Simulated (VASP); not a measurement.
A run of VASP 6.6.1:

Contents of INCAR:

```
SYSTEM = MgS
PREC = Accurate ; ENCUT = 520
EDIFF = 1E-6 ; ISMEAR = 0
SIGMA = 0.05 ; LREAL = .FALSE.
LASPH = .TRUE. ; NELM = 80
ALGO = Normal ; ISIF = 2
LWAVE = .FALSE. ; LCHARG = .FALSE.
GGA = PS ; NBANDS = 11
```

KPOINTS

```
regular mesh
0
G
  8 8 8
  0 0 0
```

POSCAR

```
MgS
1.0
    0.0000000000      2.6016500000      2.6016500000
    2.6016500000      0.0000000000      2.6016500000
    2.6016500000      2.6016500000      0.0000000000
Mg S
1 1
Direct
    0.0000000000      0.0000000000      0.0000000000
    0.4711721408      0.4711721408      0.5288278592
```

Potentials or basis: VASP PAW PBE potentials, release 64 (Mg, S).

The run is started by

```sh
$ cat potpaw_PBE.64/Mg/POTCAR potpaw_PBE.64/S/POTCAR > POTCAR
$ mpirun -np 1 vasp_std > vasp.out
```

Hardware: 1 thread of AMD EPYC 7R13, on a shared host.

**Question.** Estimate the wall time of this run.

**Answer.** Wall time 44 s on 1 thread of AMD EPYC 7R13 (shared host), peak memory 0.14 GiB. Counts: scf iterations 12, k points 59.
